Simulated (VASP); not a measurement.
A run of VASP 6.6.1:

INCAR

```
SYSTEM = Na
PREC = Accurate
ENCUT = 520
EDIFF = 1E-6
ISMEAR = -1
SIGMA = 0.08
LREAL = .FALSE.
LASPH = .TRUE.
NELM = 100
ALGO = Normal
ISIF = 2
LWAVE = .FALSE.
LCHARG = .FALSE.
GGA = PS
NBANDS = 14
```

The input KPOINTS:

```
Automatic mesh
0
G
  12 12 7
  0 0 0
```

Contents of POSCAR:

```
Na
1.0
    3.3867059321      0.0000000000      0.0000000000
   -1.6933529661      2.9329733724      0.0000000000
    0.0000000000      0.0000000000      5.5003255965
Na
2
Direct
    0.3333333333      0.6666666667      0.2500000000
    0.6666666667      0.3333333333      0.7500000000
```

Potentials or basis: VASP PAW PBE potentials, release 64 (Na_pv).

Run with:

```bash
$ cat potpaw_PBE.64/Na_pv/POTCAR > POTCAR
$ mpirun -np 1 vasp_std > vasp.out
```

Hardware: 1 thread of Intel Xeon 8259CL (shared host).

Task: How long does it take, and how much memory?

Result: Run time: 62 s on 1 thread of Intel Xeon 8259CL (shared host), peak memory 0.19 GiB. Counts: scf iterations 9, k points 76.
